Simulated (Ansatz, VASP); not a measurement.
## Two plane-wave programs on Rh

```
CELL_PARAMETERS angstrom
-0.28156 1.95212 1.87704
1.95212 -0.28156 1.87704
1.67056 1.67056 0.00000
ATOMIC_POSITIONS crystal
Rh 0.00000 0.00000 0.00000
```

Change from the starting cell: engineering shear strain xy -0.3000, equal normal strain along x and y +0.0400.

Alike in both runs: task single point; functional LDA; k mesh 20 × 20 × 20; occupations gaussian, width 0.15 eV; no spin polarisation.

|  | VASP | Ansatz |
| --- | --- | --- |
| version | VASP 6.6.1 | Ansatz 0.2.0 |
| potentials or method | VASP PAW LDA potentials, release 64 (Rh_pv), cutoff 520 eV | scalar-relativistic, plane waves, PAW |
| valence electrons in the cell | 15 | 17 |

```tsv
	VASP	Ansatz	Ansatz less VASP
gap on the k mesh at the Fermi level (eV)	none	none	-
pressure (GPa)	5.1	4.3	-0.78
traceless stress, the component that is largest in VASP (GPa)	41.50	41.06	-0.442
```

Ansatz warns that its potentials were made for another functional, while VASP's fit it. LDA's correlation is that of Perdew and Zunger in VASP and of Perdew and Wang (1992) in Ansatz. A gap of «none» marks a metal or a gap that the smearing closes. VASP's potentials hold 15 valence electrons a cell and Ansatz's 17, so a difference there can come from the potentials and not from the codes.
